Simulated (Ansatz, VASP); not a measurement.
**Two plane-wave programs on FeO**

File POSCAR:

```
FeO
1.0
    1.5188209023      0.8768916568      2.5195772846
   -1.5188209023      0.8768916568      2.5195772846
    0.0000000000     -1.7537833136      2.5195772846
Fe O
1 1
Direct
    0.0000000000      0.0000000000      0.0000000000
    0.5000000000      0.5000000000      0.5000000000
```

File INCAR.step1:

```
ALGO     = Normal         # electronic algorithm
EDIFF    = 1E-4           # SCF threshold, eV
ENCUT    = 520            # plane-wave cutoff, eV
GGA      = PE             # functional
ISMEAR   = -1             # smearing method
ISPIN    = 2              # spin polarisation
LASPH    = True           # aspherical terms in the spheres
LCHARG   = False          # write CHGCAR
LMAXMIX  = 4              # l up to which the mixer works
LREAL    = False          # projectors in reciprocal space
LWAVE    = True           # write WAVECAR
MAGMOM   = 3 0            # initial moments
NBANDS   = 18             # bands
NELM     = 150            # most SCF steps
PREC     = Accurate       # precision mode
SIGMA    = 0.05           # smearing width, eV
```

File INCAR.step2:

```
ALGO     = Normal         # electronic algorithm
EDIFF    = 1E-6           # SCF threshold, eV
ENCUT    = 520            # plane-wave cutoff, eV
ISIF     = 2              # what is computed and relaxed
ISMEAR   = -1             # smearing method
ISPIN    = 2              # spin polarisation
ISTART   = 1            
LASPH    = True           # aspherical terms in the spheres
LCHARG   = True           # write CHGCAR
LELF     = True           # ELF
LMAXMIX  = 4              # l up to which the mixer works
LMIXTAU  = True         
LORBIT   = 11             # projections on sites
LREAL    = False          # projectors in reciprocal space
LVHAR    = True         
LWAVE    = False          # write WAVECAR
MAGMOM   = 3 0            # initial moments
METAGGA  = R2SCAN         # meta-GGA
NBANDS   = 18             # bands
NELM     = 150            # most SCF steps
PREC     = Accurate       # precision mode
SIGMA    = 0.05           # smearing width, eV
```

The input KPOINTS:

```
k-points
0
Gamma
  11 11 11
```

Contents of input.yaml:

```yaml
crystal:
  lattice:
    - [1.5188209023, 0.8768916568, 2.5195772846]
    - [-1.5188209023, 0.8768916568, 2.5195772846]
    - [0.0, -1.7537833136, 2.5195772846]
  atoms:
    - { symbol: Fe, position: [0.0, 0.0, 0.0], spin: 3.0 }
    - { symbol: O, position: [0.5, 0.5, 0.5] }
hamiltonian:
  xc: r2scan
  pseudopotentials: { kind: paw }
magnetization:
  spin_polarized: true
kpoints:
  mp_grid: { grid: [11, 11, 11] }
  band_path:
    path:
      - [[0.0, 0.0, 0.0], [0.5, 0.0, 0.0], [0.5, 0.2474171719, -0.2474171719]]
      - [[0.7525828281, 0.5, 0.2474171719], [0.5, 0.5, 0.5], [0.0, 0.0, 0.0], [0.373708586, 0.0, -0.373708586]]
      - [[0.626291414, 0.373708586, 0.0], [0.5, 0.5, 0.0], [0.626291414, 0.626291414, 0.2474171719], [0.5, 0.5, 0.5]]
      - [[0.5, 0.0, 0.0], [0.7525828281, 0.373708586, 0.373708586]]
    npoints: 14
scf:
  occupations: { method: fermi_dirac, width: 0.05 }
  n_extra_bands: 6
output:
  forces: true
  stress: true
  eigenvalues: true
  fatbands: false
```

Alike in both runs: functional r2SCAN; k mesh 11 × 11 × 11; occupations fermi-dirac, width 0.05 eV; collinear spin.

```csv
,VASP,Ansatz
version,VASP 6.6.1,Ansatz 0.2.0
potentials or method,"VASP PAW PBE potentials, release 64 (Fe, O)",Ansatz PAW
plane-wave cutoff (eV),520,500
valence electrons in the cell,14,22
task,single point,band structure
```

VASP gave:

| Quantity | Value |
| --- | --- |
| gap on the k mesh at the Fermi level (eV) | none |
| pressure (GPa) | -7.0 |
| traceless stress, the component that is largest in VASP (GPa) | -0.89 |
| net moment per atom (μB) | 2.00 |
| size of the moment on the site where the two differ most (μB) | 3.69 |

What did Ansatz give for the same quantities?

gap on the k mesh at the Fermi level (eV): none; pressure (GPa): -5.8; traceless stress, the component that is largest in VASP (GPa): -0.33; net moment per atom (μB): 2.00; size of the moment on the site where the two differ most (μB): 3.52.

VASP's potentials were made for PBE, not for r2SCAN. Site moments also hang on the region over which each program counts them. A gap of «none» marks a metal or a gap that the smearing closes. With one functional, cell and mesh, what is left measures potentials, basis and numerics. VASP's potentials hold 14 valence electrons a cell and Ansatz's 22, so a difference there can come from the potentials and not from the codes.

Noted on Ansatz's run: the magnetic or orbital state may not be the lowest.
